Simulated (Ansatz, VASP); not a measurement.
# One calculation of Be4ZnTe, two programs

```
Be Zn Te
1.0
     3.77146    0.00000    0.00000
    -1.88573    3.26618    0.00000
     0.00000    0.00000   14.29246
Be Zn Te
8 2 2
Direct
  0.00200 0.33387 0.29169
  0.00200 0.33387 0.79169
  0.33333 0.66667 0.42462
  0.33333 0.66667 0.92462
  0.66613 0.66813 0.29169
  0.66613 0.66813 0.79169
  0.33187 0.99800 0.29169
  0.33187 0.99800 0.79169
  0.66667 0.33333 0.14929
  0.66667 0.33333 0.64929
  0.00000 0.00000 0.00601
  0.00000 0.00000 0.50601
```

Alike in both runs: task single point; functional PBE; k mesh 6 × 6 × 2; occupations gaussian, width 0.2 eV; no spin polarisation.

```csv
,VASP,Ansatz
version,VASP 6.6.1,Ansatz 0.2.0
potentials or method,"VASP PAW PBE potentials, release 64 (Be, Zn, Te), cutoff 600 eV","scalar-relativistic, plane waves, PAW"
valence electrons in the cell,52,72
```

```tsv
	VASP	Ansatz	Ansatz less VASP
gap on the k mesh at the Fermi level (eV)	none	none	-
pressure (GPa)	0.1	0.0	-0.11
traceless stress, the component that is largest in VASP (GPa)	-0.74	-0.72	+0.021
rms of the force components (eV/Å)	0.021	0.019	-0.0015
```

Atom by atom the forces differ by 0.004 eV/Å (rms over components). A gap of «none» marks a metal or a gap that the smearing closes. VASP's potentials hold 52 valence electrons a cell and Ansatz's 72, so a difference there can come from the potentials and not from the codes.

Spin-orbit coupling is off throughout.
